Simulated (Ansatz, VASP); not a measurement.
**Ta5AlN6: VASP beside Ansatz**

```
Ta Al N
1.0
     3.08878    0.00000    0.00000
     0.00000    3.08878    0.00000
     0.00000    0.00000   13.21987
Ta Al N
5 1 6
Cartesian
  0.0000 0.0000 8.8648
  0.0000 0.0000 4.3551
  1.5444 1.5444 2.3555
  0.0000 0.0000 0.0000
  1.5444 1.5444 10.8643
  1.5444 1.5444 6.6099
  0.0000 0.0000 11.0798
  1.5444 1.5444 8.5723
  0.0000 0.0000 6.6099
  1.5444 1.5444 4.6475
  0.0000 0.0000 2.1400
  1.5444 1.5444 0.0000
```

Alike in both runs: functional PBE; k mesh 12 × 12 × 4; occupations gaussian, width 0.1 eV; no spin polarisation.

Ansatz relaxed the structure, and its values are those at the end. VASP's run is a single point on that final structure, the one shown.

```csv
,VASP,Ansatz
version,VASP 6.6.1,Ansatz 0.2.0
potentials or method,"VASP PAW PBE potentials, release 64 (Ta_pv, Al, N), cutoff 520 eV","scalar-relativistic, plane waves, PAW"
valence electrons in the cell,88,98
```

|  | VASP | Ansatz | Ansatz less VASP |
| --- | --- | --- | --- |
| gap on the k mesh at the Fermi level (eV) | none | none | - |
| pressure (GPa) | 0.6 | 0.0 | -0.64 |
| rms of the force components (eV/Å) | 0.010 | 0.003 | -0.0062 |

A gap of «none» marks a metal or a gap that the smearing closes. VASP's potentials hold 88 valence electrons a cell and Ansatz's 98, so a difference there can come from the potentials and not from the codes.

Spin-orbit coupling is off throughout.
